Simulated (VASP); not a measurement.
# NaI (Imm2) in VASP: single point with PBE

Aim: the single point of NaI with PBE.

Program: VASP 6.6.1. These are calculated values, not measurements. Logs are shortened: lines on timing, memory, paths and dates and some standing lists are left out, and cuts for length are marked.

## 1. The cell of the first run

It takes space group Imm2 (No. 44, orthorhombic). The conventional cell has a = 4.577 Å, b = 6.473 Å, c = 4.577 Å, α = 90.00°, β = 90.00°, γ = 90.00°. Na (site symmetry mm2) has 6 I at 3.04 to 3.44 Å within 4.0 Å. Within 4.0 Å of I (site symmetry mm2) lie 6 Na at 3.04 to 3.44 Å.

## 2. Single point, PBE (atom 1 (Na) moved by (-0.200, -0.200) A along x and z)

INCAR

```
SYSTEM = NaI
ALGO = Normal
EDIFF = 1E-6
ENCUT = 520
GGA = PE
ISIF = 2
ISMEAR = 0
LASPH = .TRUE.
LCHARG = .FALSE.
LREAL = .FALSE.
LWAVE = .FALSE.
NBANDS = 14
NELM = 80
PREC = Accurate
SIGMA = 0.05
```

KPOINTS

```
k-points
0
G
  6 6 6
  0 0 0
```

POSCAR

```
NaI
1.0
    0.0000000000      3.2364000000      3.2364000000
    3.2364000000      0.0000000000      3.2364000000
    3.2364000000      3.2364000000      0.0000000000
Na I
1 1
Direct
    0.0000000000     -0.0617970585      0.0000000000
    0.5000000000      0.5000000000      0.5000000000
```

Potentials or basis: VASP PAW PBE potentials, release 64 (Na_pv, I).

The run is started by

```
$ cat potpaw_PBE.64/Na_pv/POTCAR potpaw_PBE.64/I/POTCAR > POTCAR
$ mpirun -np 1 vasp_std > vasp.out
```

OUTCAR:

```text
SYSTEM = NaI
   EDIFF = 1E-6
   ENCUT = 520
   GGA = PE
   ISIF = 2
   ISMEAR = 0
   LASPH = .TRUE.
   LREAL = .FALSE.
   NELM = 80
   PREC = Accurate

 ion  position               nearest neighbor table
   1  0.000  0.938  0.000-   2 3.04   2 3.04
   2  0.500  0.500  0.500-   1 3.04   1 3.04

  LATTYP: Found a face centered cubic cell.
 ALAT       =     6.4728000000

  Lattice vectors:

 A1 = (   0.0000000000,   3.2364000000,   3.2364000000)
 A2 = (   3.2364000000,   0.0000000000,   3.2364000000)
 A3 = (   3.2364000000,   3.2364000000,   0.0000000000)

Analysis of symmetry for initial positions (statically):
=====================================================================
 Subroutine PRICEL returns:
 Original cell was already a primitive cell.

 Routine SETGRP: Setting up the symmetry group for a
 face centered cubic supercell.

 Subroutine GETGRP returns: Found  4 space group operations
 (whereof  4 operations were pure point group operations)
 out of a pool of 48 trial point group operations.

The static configuration has the point symmetry C_2v.

Analysis of symmetry for dynamics (positions and initial velocities):
=====================================================================
 Subroutine PRICEL returns:
 Original cell was already a primitive cell.

 Routine SETGRP: Setting up the symmetry group for a
 face centered cubic supercell.

 Subroutine GETGRP returns: Found  4 space group operations
 (whereof  4 operations were pure point group operations)
 out of a pool of 48 trial point group operations.

The dynamic configuration has the point symmetry C_2v.

 Subroutine INISYM returns: Found  4 space group operations
 (whereof  4 operations are pure point group operations),
 and found     1 'primitive' translations

----------------------------------------------------------------------------------------

                                     Primitive cell

  volume of cell :      67.7980

  direct lattice vectors                    reciprocal lattice vectors
     0.000000000  3.236400000  3.236400000    -0.154492646  0.154492646  0.154492646
     3.236400000  0.000000000  3.236400000     0.154492646 -0.154492646  0.154492646
     3.236400000  3.236400000  0.000000000     0.154492646  0.154492646 -0.154492646

  length of vectors
     4.576960773  4.576960773  4.576960773     0.267589113  0.267589113  0.267589113

  position of ions in fractional coordinates (direct lattice)
     0.000000000  0.938202942  0.000000000
     0.500000000  0.500000000  0.500000000

  ion indices of the primitive-cell ions
   primitive index   ion index
                 1           1
                 2           2

----------------------------------------------------------------------------------------

 KPOINTS: k-points

Automatic generation of k-mesh.
 Grid dimensions read from file:
 generate k-points for:    6    6    6

 Generating k-lattice:

  Cartesian coordinates                     Fractional coordinates (reciprocal lattice)
    -0.025748774  0.025748774  0.025748774     0.166666667  0.000000000  0.000000000
     0.025748774 -0.025748774  0.025748774     0.000000000  0.166666667  0.000000000
     0.025748774  0.025748774 -0.025748774     0.000000000  0.000000000  0.166666667

  Length of vectors
     0.044598185  0.044598185  0.044598185

  Shift w.r.t. Gamma in fractional coordinates (k-lattice)
     0.000000000  0.000000000  0.000000000

 Subroutine IBZKPT returns following result:
 ===========================================

 Found     46 irreducible k-points:

 Following reciprocal coordinates:
            Coordinates               Weight
  0.000000  0.000000  0.000000      1.000000
  0.166667  0.000000  0.000000      4.000000
  0.000000  0.166667  0.000000      4.000000
  0.333333  0.000000  0.000000      4.000000
  0.000000  0.333333  0.000000      4.000000
  0.500000  0.000000  0.000000      2.000000
[... 16 lines left out ...]
  0.166667  0.000000 -0.166667      2.000000
 -0.166667 -0.333333 -0.166667      2.000000
 [... further k-points ...]
   k-points           NKPTS =     46   k-points in BZ     NKDIM =     46   number of bands    NBANDS=     14
   number of dos      NEDOS =    301   number of ions     NIONS =      2
   total plane-waves  NPLWV =  46656
   dimension x,y,z NGX =    36 NGY =   36 NGZ =   36
   dimension x,y,z NGXF=    72 NGYF=   72 NGZF=   72
   ions per type =               1   1
   NGX,Y,Z   is equivalent  to a cutoff of  13.08, 13.08, 13.08 a.u.
   NGXF,Y,Z  is equivalent  to a cutoff of  26.15, 26.15, 26.15 a.u.
 SYSTEM =  NaI
   PREC   = accura    normal or accurate (medium, high low for compatibility)
   ISTART =      0    job   : 0-new  1-cont  2-samecut
   ICHARG =      2    charge: 1-file 2-atom 10-const
   ISPIN  =      1    spin polarized calculation?
   LNONCOLLINEAR =      F non collinear calculations
   LSORBIT =      F    spin-orbit coupling
   LASPH  =      T    aspherical Exc in radial PAW
   ENCUT  =  520.0 eV  38.22 Ry    6.18 a.u.   8.51  8.51  8.51*2*pi/ulx,y,z
   NELM   =     80;   NELMIN=  2; NELMDL= -5     # of ELM steps
   EDIFF  = 0.1E-05   stopping-criterion for ELM
   LREAL  =      F    real-space projection
   EDIFFG = 0.1E-04   stopping-criterion for IOM
   NSW    =      0    number of steps for IOM
   IBRION =     -1    ionic relax: 0-MD 1-quasi-New 2-CG
   NFREE  =      0    steps in history (QN), initial steepest desc. (CG)
   ISIF   =      2    stress and relaxation
   ISYM   =      2    0-nonsym 1-usesym 2-fastsym
   POTIM  = 0.5000    time-step for ionic-motion
   TEBEG  =    0.0;   TEEND  =   0.0 temperature during run
   PSTRESS=    0.0 pullay stress
   NELECT =      14.0000    total number of electrons
   NUPDOWN=      -1.0000    fix difference up-down
   EMIN   =  10.00;   EMAX   =-10.00  energy-range for DOS
   EFERMI =   0.00;   METHOD = LEGACY
   ISMEAR =     0;   SIGMA  =   0.05  broadening in eV -4-tet -1-fermi 0-gaus
   EFERMI_NEDOS =   21; number of points for ismear=-14 and -15
   IALGO  =     38    algorithm
   IMIX   =      4    mixing-type and parameters
     AMIX     =   0.40;   BMIX     =  1.00
     AMIX_MAG =   1.60;   BMIX_MAG =  1.00
  volume/ion in A,a.u.               =      33.90       228.76
  Fermi-wavevector in a.u.,A,eV,Ry     =   0.967636  1.828567 12.739397  0.936319
  Thomas-Fermi vector in A             =   2.097538
   LORBIT       =      0    0 simple, 1 ext, 2 COOP (PROOUT), +10 PAW based schemes
   GGA     = PE    functional components
   LHFCALC =     F    Hartree Fock is set to
   AEXX    =    0.0000 exact exchange contribution
   IVDW    =     0    specifies the selected vdW correction
   LEPSILON=     F    determine dielectric tensor
   LRPA    =     F    only Hartree local field effects (RPA)
 non-spin polarized calculation
 Gauss-broadening in eV      SIGMA  =   0.05
  energy-cutoff  :      520.00
  volume of cell :       67.80
 maximum number of plane-waves:      1853
 NGX is ok and might be reduce to    36
   NGX = 17   NGY = 17   NGZ = 17

 number of electron      14.0000001 magnetization

 Free energy of the ion-electron system (eV)
  ---------------------------------------------------
  ext. energy  EPLUGINS =         0.00000000
  ---------------------------------------------------
  free energy    TOTEN  =        -5.34770360 eV

  energy without entropy =       -5.34770360  energy(sigma->0) =       -5.34770360

 E-fermi :   1.0870     XC(G=0):  -7.6938

 val. band max:        0.8017703164   @ k =   0.0000   0.0000   0.0000
 cond. band min:       4.4565287801   @ k =   0.0000   0.0000   0.0000
 fundamental gap:      3.6547584637
 Fermi energy:         1.0870494343

 k-point     1 :       0.0000    0.0000    0.0000
  band No.  band energies     occupation
      1     -21.6153      2.00000
      2     -21.6122      2.00000
      3     -21.6121      2.00000
      4     -10.2200      2.00000
      5       0.7713      2.00000
      6       0.8015      2.00000
      7       0.8018      2.00000
      8       4.4565      0.00000
      9       8.7270      0.00000
     10       8.7332      0.00000
     11       8.7677      0.00000
     12      10.5873      0.00000
     13      10.6242      0.00000
     14      11.2002      0.00000

 k-point     2 :       0.1667    0.0000    0.0000
  band No.  band energies     occupation
      1     -21.6154      2.00000
      2     -21.6135      2.00000
      3     -21.6123      2.00000
      4     -10.1461      2.00000
      5       0.0557      2.00000
      6       0.7180      2.00000
      7       0.7290      2.00000
      8       5.2612      0.00000
      9       8.2325      0.00000
     10       8.9313      0.00000
     11       8.9655      0.00000
     12      10.0533      0.00000
     13      10.1278      0.00000
     14      11.5788      0.00000

 k-point     3 :       0.0000    0.1667    0.0000
  band No.  band energies     occupation
      1     -21.6163      2.00000
      2     -21.6126      2.00000
      3     -21.6122      2.00000
      4     -10.1465      2.00000
      5       0.0735      2.00000
      6       0.6974      2.00000
      7       0.7281      2.00000
      8       5.2661      0.00000
      9       8.2523      0.00000
     10       8.9206      0.00000
     11       8.9282      0.00000
     12      10.0881      0.00000
     13      10.0894      0.00000
     14      11.6354      0.00000
[... 324 lines left out ...]
 k-point    23 :       0.1667    0.0000   -0.1667
  band No.  band energies     occupation
      1     -21.6154      2.00000
      2     -21.6149      2.00000
      3     -21.6130      2.00000
      4     -10.0452      2.00000
      5      -0.4799      2.00000
      6       0.3305      2.00000
      7       0.6908      2.00000
      8       6.1650      0.00000
      9       7.9084      0.00000
     10       8.3873      0.00000
     11       9.1857      0.00000
     12       9.4981      0.00000
     13      11.4014      0.00000
     14      12.7739      0.00000

 k-point    24 :      -0.1667   -0.3333   -0.1667
  band No.  band energies     occupation
      1     -21.6178      2.00000
      2     -21.6130      2.00000
      3     -21.6122      2.00000
      4     -10.0464      2.00000
      5      -0.4549      2.00000
      6       0.3302      2.00000
      7       0.6571      2.00000
      8       6.1770      0.00000
      9       7.9399      0.00000
     10       8.4168      0.00000
     11       9.0921      0.00000
     12       9.4536      0.00000
     13      11.4673      0.00000
     14      12.7794      0.00000

 [... further k-points ...]
[... 5 lines left out ...]
  --------------------------------------------------------------------------------------
  -------------------------------------------------------------------------------------
  Total        0.4731095      0.1531888      0.4731095      0.0000000      0.0000000     -0.0706844
  in kB       11.1803563      3.6201034     11.1803563      0.0000000      0.0000000     -1.6703880
  external PRESSURE =       8.6602720 kB  Pullay stress =       0.0000000 kB

 VOLUME and BASIS-vectors are now :
 -----------------------------------------------------------------------------
  energy-cutoff  :      520.00
  volume of cell :       67.80
      direct lattice vectors                 reciprocal lattice vectors
     0.000000000  3.236400000  3.236400000    -0.154492646  0.154492646  0.154492646
     3.236400000  0.000000000  3.236400000     0.154492646 -0.154492646  0.154492646
     3.236400000  3.236400000  0.000000000     0.154492646  0.154492646 -0.154492646

 POSITION                                       TOTAL-FORCE (eV/Angst)
 -----------------------------------------------------------------------------------
      3.03640      0.00000      3.03640         0.193110      0.000000      0.193110
      3.23640      3.23640      3.23640        -0.193110     -0.000000     -0.193110
 -----------------------------------------------------------------------------------
    total drift:                               -0.000378     -0.000001     -0.000378

  FREE ENERGIE OF THE ION-ELECTRON SYSTEM (eV)
  ---------------------------------------------------
  free  energy   TOTEN  =        -5.3477035973 eV

  energy  without entropy=       -5.3477035973  energy(sigma->0) =       -5.34770360
```

Run time: 15 s. Hardware: 1 thread of Intel Xeon 6975P-C (Granite Rapids), shared host; peak memory 0.22 GiB.

What came out:

* Free energy: -5.3477 eV
* Pressure: 0.9 GPa
* Largest force: 0.273 eV/Å
* Band gap on the k mesh: 3.65 eV, direct

Forces in eV/Å, atoms in the order of the input:
```
Na   0.193  0.000  0.193
I   -0.193  0.000 -0.193
```

Stress tensor (GPa, compression positive):
```
 1.12  0.00 -0.17
 0.00  0.36  0.00
-0.17  0.00  1.12
```

Caveat: the cell differs from its parent crystal (atom 1 (Na) moved by (-0.200, -0.200) A along x and z); spin-orbit coupling is left out, which moves the levels of the heavy elements.
